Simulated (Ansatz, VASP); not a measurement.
## Pd: VASP beside Ansatz

The input INCAR:

```
SYSTEM = Pd
PREC = Accurate ; ENCUT = 520
EDIFF = 1E-6 ; ISMEAR = -1
SIGMA = 0.05 ; LREAL = .False.
LASPH = .True. ; NELM = 150
ALGO = Normal ; ISIF = 2
LWAVE = .False. ; LCHARG = .True.
ISPIN = 2 ; MAGMOM = 0.5 0.5
LORBIT = 11 ; LMAXMIX = 4
GGA = PS ; LELF = .True.
LVHAR = .True. ; NBANDS = 21
```

KPOINTS

```
Automatic mesh
0
Gamma
  22 22 11
  0 0 0
```

Contents of POSCAR:

```
Pd
1.0
    2.7170317145      0.0000000000      0.0000000000
   -1.3585158572      2.3530184876      0.0000000000
    0.0000000000      0.0000000000      4.5729788179
Pd
2
Direct
    0.3333333333      0.6666666667      0.2500000000
    0.6666666667      0.3333333333      0.7500000000
```

Input for Ansatz:

```yaml
crystal:
  lattice:
    - [2.7170317145, 0.0, 0.0]
    - [-1.3585158572, 2.3530184876, 0.0]
    - [0.0, 0.0, 4.5729788179]
  atoms:
    - { symbol: Pd, position: [0.3333333333, 0.6666666667, 0.25], spin: 0.5 }
    - { symbol: Pd, position: [0.6666666667, 0.3333333333, 0.75], spin: 0.5 }
hamiltonian:
  xc: pbesol
  pseudopotentials:
    kind: paw
    azcp:
      Pd: "pseudopotentials/Pd.paw.azcp"
basis:
  ecutwfc: 420
  fft_grid_basis: typed
kpoints:
  mp_grid: { grid: [22, 22, 11], shift: [0, 0, 0] }
magnetization:
  spin_polarized: true
scf:
  occupations: { method: fermi_dirac, width: 0.05 }
```

Alike in both runs: task single point; functional PBEsol; k mesh 22 × 22 × 11; occupations fermi-dirac, width 0.05 eV; collinear spin.

```csv
,VASP,Ansatz
version,VASP 6.6.1,Ansatz 0.2.0
potentials or method,"VASP PAW PBE potentials, release 64 (Pd), cutoff 520 eV","plane waves (420 eV) with PAW, scalar-relativistic"
valence electrons in the cell,20,36
```

Ansatz gave:

| Item | Value |
| --- | --- |
| net moment per atom (μB) | 0.00 |
| size of the moment on the site where the two differ most (μB) | 0.00 |

Question: Which values does VASP return?

Answer: net moment per atom (μB): 0.07; size of the moment on the site where the two differ most (μB): 0.07.

VASP's potentials were made for PBE, not for PBEsol, and Ansatz warns of the same on its side. Site moments also hang on the region over which each program counts them. The functional is the same, so the differences come from potentials, cutoffs and numerics. VASP's potentials hold 20 valence electrons a cell and Ansatz's 36, so a difference there can come from the potentials and not from the codes. Ansatz's warnings: seeded moment not kept.
